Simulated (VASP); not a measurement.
# ZnS (F-43m) in VASP: settings compared

The runs below take ZnS through single point, with PBE, r2SCAN.

Everything below comes from runs of VASP 6.6.1. Logs are shortened: lines on timing, memory, paths and dates and some standing lists are left out, and cuts for length are marked.

### 1 The cell of the first run

Symmetry: F-43m, No. 216, cubic system. Conventional cell: a = 5.206 Å, b = 5.206 Å, c = 5.206 Å, α = 90.00°, β = 90.00°, γ = 90.00°. Zn (site symmetry -43m) has 4 S at 2.25 Å within 3.0 Å. Within 3.0 Å of S (site symmetry -43m) lie 4 Zn at 2.25 Å.

### 2 Single point, PBE (strain -3.4%)

INCAR reads:

```
PREC     = Accurate       # precision mode
ENCUT    = 520            # plane-wave cutoff, eV
EDIFF    = 1E-6           # SCF threshold, eV
ISMEAR   = -1             # smearing method
SIGMA    = 0.02           # smearing width, eV
LREAL    = False          # projectors in reciprocal space
LASPH    = True           # aspherical terms in the spheres
NELM     = 80             # most SCF steps
ALGO     = Normal         # electronic algorithm
ISIF     = 2              # what is computed and relaxed
LWAVE    = False          # write WAVECAR
LCHARG   = False          # write CHGCAR
GGA      = PE             # functional
NBANDS   = 16             # bands
```

KPOINTS reads:

```
Automatic mesh
0
Gamma
  8 8 8
```

POSCAR reads:

```
ZnS
1.0
    0.0000000000      2.6030256899      2.6030256899
    2.6030256899      0.0000000000      2.6030256899
    2.6030256899      2.6030256899      0.0000000000
Zn S
1 1
Direct
    0.0000000000      0.0000000000      0.0000000000
    0.2500000000      0.2500000000      0.2500000000
```

Potentials or basis: VASP PAW PBE potentials, release 64 (Zn, S).

The run is started by

```console
> cat potpaw_PBE.64/Zn/POTCAR potpaw_PBE.64/S/POTCAR > POTCAR
> mpirun -np 1 vasp_std > vasp.out
```

OUTCAR:

```text
PREC = Accurate
   ENCUT = 520
   EDIFF = 1E-6
   ISMEAR = -1
   LREAL = False
   LASPH = True
   NELM = 80
   ISIF = 2
   GGA = PE

 ion  position               nearest neighbor table
   1  0.000  0.000  0.000-   2 2.25   2 2.25   2 2.25   2 2.25
   2  0.250  0.250  0.250-   1 2.25   1 2.25   1 2.25   1 2.25

  LATTYP: Found a face centered cubic cell.
 ALAT       =     5.2060513798

  Lattice vectors:

 A1 = (   0.0000000000,   2.6030256899,   2.6030256899)
 A2 = (   2.6030256899,   0.0000000000,   2.6030256899)
 A3 = (   2.6030256899,   2.6030256899,   0.0000000000)

Analysis of symmetry for initial positions (statically):
=====================================================================
 Subroutine PRICEL returns:
 Original cell was already a primitive cell.

 Routine SETGRP: Setting up the symmetry group for a
 face centered cubic supercell.

 Subroutine GETGRP returns: Found 24 space group operations
 (whereof 24 operations were pure point group operations)
 out of a pool of 48 trial point group operations.

The static configuration has the point symmetry T_d .

Analysis of symmetry for dynamics (positions and initial velocities):
=====================================================================
 Subroutine PRICEL returns:
 Original cell was already a primitive cell.

 Routine SETGRP: Setting up the symmetry group for a
 face centered cubic supercell.

 Subroutine GETGRP returns: Found 24 space group operations
 (whereof 24 operations were pure point group operations)
 out of a pool of 48 trial point group operations.

The dynamic configuration has the point symmetry T_d .

 Subroutine INISYM returns: Found 24 space group operations
 (whereof 24 operations are pure point group operations),
 and found     1 'primitive' translations

----------------------------------------------------------------------------------------

                                     Primitive cell

  volume of cell :      35.2749

  direct lattice vectors                    reciprocal lattice vectors
     0.000000000  2.603025690  2.603025690    -0.192084159  0.192084159  0.192084159
     2.603025690  0.000000000  2.603025690     0.192084159 -0.192084159  0.192084159
     2.603025690  2.603025690  0.000000000     0.192084159  0.192084159 -0.192084159

  length of vectors
     3.681234234  3.681234234  3.681234234     0.332699522  0.332699522  0.332699522
[... 73 lines left out ...]
   ISTART =      0    job   : 0-new  1-cont  2-samecut
   ICHARG =      2    charge: 1-file 2-atom 10-const
   ISPIN  =      1    spin polarized calculation?
   LNONCOLLINEAR =      F non collinear calculations
   LSORBIT =      F    spin-orbit coupling
   LASPH  =      T    aspherical Exc in radial PAW
   ENCUT  =  520.0 eV  38.22 Ry    6.18 a.u.   6.84  6.84  6.84*2*pi/ulx,y,z
   NELM   =     80;   NELMIN=  2; NELMDL= -5     # of ELM steps
   EDIFF  = 0.1E-05   stopping-criterion for ELM
   LREAL  =      F    real-space projection
   EDIFFG = 0.1E-04   stopping-criterion for IOM
   NSW    =      0    number of steps for IOM
   IBRION =     -1    ionic relax: 0-MD 1-quasi-New 2-CG
   NFREE  =      0    steps in history (QN), initial steepest desc. (CG)
   ISIF   =      2    stress and relaxation
   ISYM   =      2    0-nonsym 1-usesym 2-fastsym
   POTIM  = 0.5000    time-step for ionic-motion
   TEBEG  =    0.0;   TEEND  =   0.0 temperature during run
   PSTRESS=    0.0 pullay stress
   NELECT =      18.0000    total number of electrons
   NUPDOWN=      -1.0000    fix difference up-down
   EMIN   =  10.00;   EMAX   =-10.00  energy-range for DOS
   EFERMI =   0.00;   METHOD = LEGACY
   ISMEAR =    -1;   SIGMA  =   0.02  broadening in eV -4-tet -1-fermi 0-gaus
   EFERMI_NEDOS =   21; number of points for ismear=-14 and -15
   IALGO  =     38    algorithm
   IMIX   =      4    mixing-type and parameters
     AMIX     =   0.40;   BMIX     =  1.00
     AMIX_MAG =   1.60;   BMIX_MAG =  1.00
  volume/ion in A,a.u.               =      17.64       119.02
  Fermi-wavevector in a.u.,A,eV,Ry     =   1.308209  2.472157 23.285166  1.711411
  Thomas-Fermi vector in A             =   2.438892
   LORBIT       =      0    0 simple, 1 ext, 2 COOP (PROOUT), +10 PAW based schemes
   GGA     = PE    functional components
   LHFCALC =     F    Hartree Fock is set to
   AEXX    =    0.0000 exact exchange contribution
   IVDW    =     0    specifies the selected vdW correction
   LEPSILON=     F    determine dielectric tensor
   LRPA    =     F    only Hartree local field effects (RPA)
 non-spin polarized calculation
  energy-cutoff  :      520.00
  volume of cell :       35.27
 maximum number of plane-waves:       960
   NGX = 13   NGY = 13   NGZ = 13

 number of electron      17.9999985 magnetization

 Free energy of the ion-electron system (eV)
  ---------------------------------------------------
  ext. energy  EPLUGINS =         0.00000000
  ---------------------------------------------------
  free energy    TOTEN  =        -6.67055860 eV

  energy without entropy =       -6.67055860  energy(sigma->0) =       -6.67055860

 E-fermi :   3.6209     XC(G=0): -10.1678

 val. band max:        3.2250345361   @ k =   0.0000   0.0000   0.0000
 cond. band min:       5.8455098063   @ k =   0.0000   0.0000   0.0000
 fundamental gap:      2.6204752702
 Fermi energy:         3.6208933494

 k-point     1 :       0.0000    0.0000    0.0000
  band No.  band energies     occupation
      1     -10.7642      2.00000
      2      -3.6340      2.00000
      3      -3.6340      2.00000
      4      -3.6340      2.00000
      5      -2.9937      2.00000
      6      -2.9937      2.00000
[... 433 lines left out ...]
      3      -3.4099      2.00000
      4      -3.1007      2.00000
      5      -2.9810      2.00000
      6      -2.6722      2.00000
[... 8 lines left out ...]
     15      17.0941      0.00000
     16      18.0291      0.00000

 [... further k-points ...]
[... 5 lines left out ...]
  --------------------------------------------------------------------------------------
  -------------------------------------------------------------------------------------
  Total        2.8036563      2.8036563      2.8036563      0.0000000     -0.0000000      0.0000000
  in kB      127.3415097    127.3415097    127.3415097      0.0000000     -0.0000000      0.0000000
  external PRESSURE =     127.3415097 kB  Pullay stress =       0.0000000 kB

 VOLUME and BASIS-vectors are now :
 -----------------------------------------------------------------------------
  energy-cutoff  :      520.00
  volume of cell :       35.27
      direct lattice vectors                 reciprocal lattice vectors
     0.000000000  2.603025690  2.603025690    -0.192084159  0.192084159  0.192084159
     2.603025690  0.000000000  2.603025690     0.192084159 -0.192084159  0.192084159
     2.603025690  2.603025690  0.000000000     0.192084159  0.192084159 -0.192084159

 POSITION                                       TOTAL-FORCE (eV/Angst)
 -----------------------------------------------------------------------------------
      0.00000      0.00000      0.00000        -0.000000     -0.000000     -0.000000
      1.30151      1.30151      1.30151         0.000000      0.000000      0.000000
 -----------------------------------------------------------------------------------
    total drift:                                0.000002      0.000002      0.000002

  FREE ENERGIE OF THE ION-ELECTRON SYSTEM (eV)
  ---------------------------------------------------
  free  energy   TOTEN  =        -6.6705586037 eV

  energy  without entropy=       -6.6705586037  energy(sigma->0) =       -6.67055860
```

stdout:

```text
POSCAR found type information on POSCAR ZnS
 POSCAR found :  2 types and       2 ions
 scaLAPACK will be used
 LDA part: xc-table for (Slater+PW92), standard interpolation
 POSCAR, INCAR and KPOINTS ok, starting setup
 FFT: planning ... GRIDC
 FFT: planning ... GRID_SOFT
 FFT: planning ... GRID
 WAVECAR not read
 entering main loop
```

Wall time 13 s (1 thread of Intel Xeon Platinum 8259CL at 2.50GHz (Skylake/Cascade Lake), shared host); peak memory 0.15 GiB.

Results:

- Free energy: -6.6706 eV
- Pressure: 12.7 GPa
- Band gap on the k mesh: 2.62 eV, direct

Levels at points of the mesh, in eV from the valence-band top:
```tsv
k point	band 6	band 7	band 8	band 9	band 10	band 11	band 12	band 13
(0.00, 0.00, 0.00)	-6.22	0.00	0.00	0.00	2.62	6.29	6.29	6.29
(0.50, 0.00, 0.00)	-6.14	-5.92	-1.04	-1.04	3.52	6.83	6.83	9.26
(0.50, 0.50, 0.00)	-5.96	-5.01	-2.66	-2.66	3.13	4.01	11.83	12.73
```

Caveat: the cell differs from its parent crystal (strain -3.4%).

### 3 Single point, r2SCAN (strain -3.4%)

POSCAR is that of step 2.

INCAR.step1 reads:

```
  ALGO = Normal
  EDIFF = 1E-4
  ENCUT = 520
  GGA = PE
  ISMEAR = 0
  LASPH = True
  LCHARG = False
  LREAL = False
  LWAVE = True
  NBANDS = 16
  NELM = 60
  PREC = Accurate
  SIGMA = 0.01
```

INCAR.step2 reads:

```
  ALGO = Normal
  EDIFF = 1E-6
  ENCUT = 520
  ISIF = 2
  ISMEAR = 0
  ISTART = 1
  LASPH = True
  LCHARG = False
  LMIXTAU = True
  LREAL = False
  LWAVE = False
  METAGGA = R2SCAN
  NBANDS = 16
  NELM = 60
  PREC = Accurate
  SIGMA = 0.01
```

KPOINTS reads:

```
k-points
0
Gamma
  8 8 8
```

Potentials or basis: VASP PAW PBE potentials, release 64 (Zn, S).

The run is started by

```console
> cat potpaw_PBE.64/Zn/POTCAR potpaw_PBE.64/S/POTCAR > POTCAR
> cp INCAR.step1 INCAR
> mpirun -np 1 vasp_std > vasp.out
> cp INCAR.step2 INCAR
> mpirun -np 1 vasp_std > vasp.out
```

Run time: 60 s. Hardware: 1 thread of Intel Xeon Platinum 8259CL at 2.50GHz (Skylake/Cascade Lake), shared host; peak memory 0.17 GiB.

Results (log left out):

```yaml
Free_energy: -18.7544 eV
Pressure: 10.3 GPa
Band_gap_on_the_k_mesh: 3.21 eV, direct
```

Levels at points of the mesh, in eV from the valence-band top:
```csv
k point,band 5,band 6,band 7,band 8,band 9,band 10,band 11,band 12,band 13,band 14
"(0.00, 0.00, 0.00)",-6.33,-6.33,0.00,0.00,0.00,3.21,6.78,6.78,6.78,12.41
"(0.50, 0.00, 0.00)",-6.29,-6.27,-6.04,-1.07,-1.07,4.03,7.29,7.29,9.83,13.51
"(0.50, 0.50, 0.00)",-6.22,-6.07,-5.08,-2.73,-2.73,3.46,4.41,12.70,13.61,13.61
```

Caveat: the cell differs from its parent crystal (strain -3.4%); the PAW data sets were made with another functional, which shifts forces and pressure a little. A k mesh can miss the band edges.
